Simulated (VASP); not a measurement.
Al2O3: single point with PBE

Al2O3:

```xyz
10
Lattice="2.4273 1.4014 4.4211 -2.4273 1.4014 4.4211 0.0000 -2.8028 4.4211" Properties=species:S:1:pos:R:3 pbc="T T T"
Al    0.0000    0.0000    4.6712
Al    0.0000    0.0000    1.9604
Al    0.0000    0.0000    8.5920
Al    0.0000    0.0000   11.3028
O    -0.9422    1.4014    7.7369
O    -0.7426   -1.5166    7.7369
O     1.6847    0.1152    7.7369
O     0.9422   -1.4014    5.5263
O     0.7426    1.5166    5.5263
O    -1.6847   -0.1152    5.5263
```

| Quantity | Value |
| --- | --- |
| Program | VASP 6.6.1 |
| Task | single point |
| Functional | PBE |
| Potentials or basis | VASP PAW PBE potentials, release 64 (Al, O) |
| Cutoff | 520 eV |
| k mesh | 6 × 6 × 6 |
| Occupations | gaussian, width 0.02 eV |
| Spin | no spin polarisation |

```yaml
Pressure: -6.6 GPa
Largest_force: 0.004 eV/Å
Band_gap_on_the_k_mesh: 5.50 eV
```

Forces on the atoms (eV/Å):
```
Al   0.000  0.000  0.004
Al   0.000  0.000 -0.004
Al   0.000  0.000 -0.004
Al   0.000  0.000  0.004
O   -0.003  0.000  0.000
O    0.001 -0.002  0.000
O    0.001  0.002  0.000
O    0.003  0.000  0.000
O   -0.001  0.002  0.000
O   -0.001 -0.002  0.000
```

Levels at points of the mesh, in eV from the valence-band top:
| k point | band 21 | band 22 | band 23 | band 24 | band 25 | band 26 | band 27 | band 28 |
| --- | --- | --- | --- | --- | --- | --- | --- | --- |
| (0.00, 0.00, 0.00) | -0.42 | -0.01 | -0.01 | 0.00 | 5.50 | 8.69 | 10.00 | 11.00 |
| (0.50, 0.00, 0.00) | -0.80 | -0.80 | -0.22 | -0.22 | 8.79 | 8.79 | 9.08 | 9.08 |
| (0.50, 0.50, 0.00) | -0.91 | -0.82 | -0.65 | -0.21 | 8.98 | 9.30 | 9.35 | 9.88 |
| (0.50, 0.50, 0.50) | -0.32 | -0.32 | -0.32 | -0.32 | 8.04 | 8.04 | 10.60 | 10.60 |

Run time: 49 s on 1 thread of Intel(R) Xeon(R) 6975P-C (Granite Rapids) (shared host), peak memory 0.26 GiB.

Caveat: the cell stands under tension.
